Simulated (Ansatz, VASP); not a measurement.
## One calculation of MgO, two programs

```
CELL_PARAMETERS angstrom
0.00000 2.15445 2.15445
2.15445 0.00000 2.15445
2.15445 2.15445 0.00000
ATOMIC_POSITIONS crystal
Mg 0.00000 0.00000 0.00000
O 0.50000 0.50000 0.50000
```

Alike in both runs: task single point; functional PBE; k mesh 9 × 9 × 9; occupations fermi-dirac, width 0.01 eV; no spin polarisation.

|  | VASP | Ansatz |
| --- | --- | --- |
| version | VASP 6.6.1 | Ansatz 0.2.0 |
| potentials or method | VASP PAW PBE potentials, release 64 (Mg, O), cutoff 600 eV | PAW, plane waves, scalar-relativistic |
| valence electrons in the cell | 8 | 16 |

VASP gave:

```
pressure (GPa) : -6.3
```

Question: What did Ansatz give for the same quantities?

Answer: Pressure (GPa): -5.3.

VASP's potentials hold 8 valence electrons a cell and Ansatz's 16, so a difference there can come from the potentials and not from the codes.
